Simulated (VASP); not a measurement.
## CuF3: single point with PBE

CuF3:

```
Cu F
1.0
     3.78915    0.00000    0.00000
     0.00000    3.78915    3.78915
     0.00000    0.00000    7.57831
Cu F
2 6
Direct
  0.00000 0.00000 0.00000
  0.00000 0.00000 0.50000
  0.50000 0.00000 0.00000
  0.00000 0.00000 0.25000
  0.00000 0.50000 0.75000
  0.50000 0.00000 0.50000
  0.00000 0.00000 0.75000
  0.00000 0.50000 0.25000
```

- Program: VASP 6.6.1
- Task: single point
- Functional: PBE
- Potentials or basis: VASP PAW PBE potentials, release 64 (Cu, F)
- Cutoff: 520 eV
- k mesh: 10 × 10 × 5
- Occupations: gaussian, width 0.05 eV
- Spin: collinear spin
- Starting moments: [2.0, -2.0, 0.0, 0.0, 0.0, 0.0, 0.0, 0.0] μB

The pressure is 0.5 GPa and the band gap on the k mesh is zero (filled and empty bands overlap). The net moment is 0.00 μB per cell, the site moments are Cu +0.23, -0.23; F +0.02, +0.00, -0.02 (each value once) μB and the valence electrons inside the program's atomic spheres are Cu 9.67; F 6.04, 6.05 (each value once).

Stress tensor (GPa, compression positive):
```
0.41 0.00 0.00
0.00 0.50 0.00
0.00 0.00 0.50
```

Levels at points of the mesh, in eV from the Fermi level:
Spin up:
| k point | band 28 | band 29 | band 30 | band 31 | band 32 | band 33 | band 34 | band 35 | band 36 | band 37 |
| --- | --- | --- | --- | --- | --- | --- | --- | --- | --- | --- |
| (0.00, 0.00, 0.00) | -1.21 | -1.16 | -0.73 | -0.56 | -0.56 | -0.53 | 1.54 | 6.91 | 11.72 | 12.43 |
| (0.50, 0.00, 0.00) | -0.57 | -0.54 | -0.54 | -0.53 | -0.13 | 1.53 | 1.55 | 9.95 | 10.83 | 12.35 |
| (0.00, 0.50, 0.00) | -1.21 | -0.59 | -0.57 | -0.57 | -0.54 | -0.21 | 0.02 | 9.94 | 9.96 | 10.83 |
| (0.50, 0.50, 0.00) | -0.56 | -0.56 | -0.54 | -0.54 | -0.53 | 1.49 | 1.58 | 12.41 | 12.45 | 12.51 |
Spin down:
| k point | band 29 | band 30 | band 31 | band 32 | band 33 | band 34 | band 35 | band 36 |
| --- | --- | --- | --- | --- | --- | --- | --- | --- |
| (0.00, 0.00, 0.00) | -1.16 | -0.73 | -0.56 | -0.56 | -0.53 | 1.54 | 6.91 | 11.72 |
| (0.50, 0.00, 0.00) | -0.54 | -0.54 | -0.53 | -0.13 | 1.53 | 1.55 | 9.95 | 10.83 |
| (0.00, 0.50, 0.00) | -0.59 | -0.57 | -0.57 | -0.54 | -0.21 | 0.02 | 9.94 | 9.96 |
| (0.50, 0.50, 0.00) | -0.56 | -0.54 | -0.54 | -0.53 | 1.49 | 1.58 | 12.41 | 12.45 |

Wall time 4.8 min on 4 MPI ranks on AMD EPYC 7R13 Processor (Zen 3), with other jobs on the host, peak memory 0.6 GiB a rank.

With open d or f shells a metallic result of PBE can be an artefact of self-interaction; +U or a hybrid may open a gap.
